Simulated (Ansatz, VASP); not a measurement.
## TiO2: VASP beside Ansatz

```xyz
6
Lattice="4.6433 0.0000 0.0000 0.0000 4.6433 0.0000 0.0000 0.0000 2.9639" Properties=species:S:1:pos:R:3 pbc="T T T"
Ti    2.3217    2.3217    0.0000
Ti    0.0000    0.0000    1.4819
O     3.2265    3.2265    1.4819
O     3.7385    0.9049    0.0000
O     0.9049    3.7385    0.0000
O     1.4168    1.4168    1.4819
```

Alike in both runs: functional PBE; k mesh 6 × 6 × 10; occupations gaussian, width 0.02 eV; no spin polarisation.

Ansatz relaxed the structure, and its values are those at the end. VASP's run is a single point on that final structure, the one shown.

```csv
,VASP,Ansatz
version,VASP 6.6.1,Ansatz 0.2.0
potentials or method,"VASP PAW PBE potentials, release 64 (Ti_sv, O), cutoff 520 eV","scalar-relativistic, plane waves, PAW"
valence electrons in the cell,48,48
```

|  | VASP | Ansatz | Ansatz less VASP |
| --- | --- | --- | --- |
| gap on the k mesh at the Fermi level (eV) | 1.84 | 1.86 | +0.024 |
| least direct gap on the mesh (eV) | 1.84 | 1.86 | +0.024 |
| pressure (GPa) | 0.7 | 0.0 | -0.65 |
| rms of the force components (eV/Å) | 0.014 | 0.000 | -0.0135 |
